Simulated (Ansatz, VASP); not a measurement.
## One calculation of Fe, two programs

```
Fe
1.0
     2.38352    0.00000    0.00000
     0.00000    2.38352    0.00000
     0.00000    0.00000    2.38352
Fe
1
Direct
  0.00000 0.00000 0.00000
```

Change from the starting cell: volume scaled by 1.02, PAW files.

Alike in both runs: task electric field gradients; functional PBE; k mesh 18 × 18 × 18; occupations fermi-dirac, width 0.03 eV; collinear spin.

|  | VASP | Ansatz |
| --- | --- | --- |
| version | VASP 6.6.1 | Ansatz 0.2.0 |
| potentials or method | VASP PAW PBE potentials, release 64 (Fe) | PAW with Ansatz's default frozen-core files, scalar-relativistic |
| plane-wave cutoff (eV) | 520 | 420 |
| valence electrons in the cell | 8 | 16 |

VASP gave:

```
pressure (GPa)                                                : -2.7
net moment per atom (μB)                                      : 2.41
size of the moment on the site where the two differ most (μB) : 2.40
```

Q: What did Ansatz give for the same quantities?

A: Pressure (GPa): -2.5; net moment per atom (μB): 2.40; size of the moment on the site where the two differ most (μB): 2.38.

Site moments also hang on the region over which each program counts them. The functional is the same, so the differences come from potentials, cutoffs and numerics. VASP's potentials hold 8 valence electrons a cell and Ansatz's 16, so a difference there can come from the potentials and not from the codes.
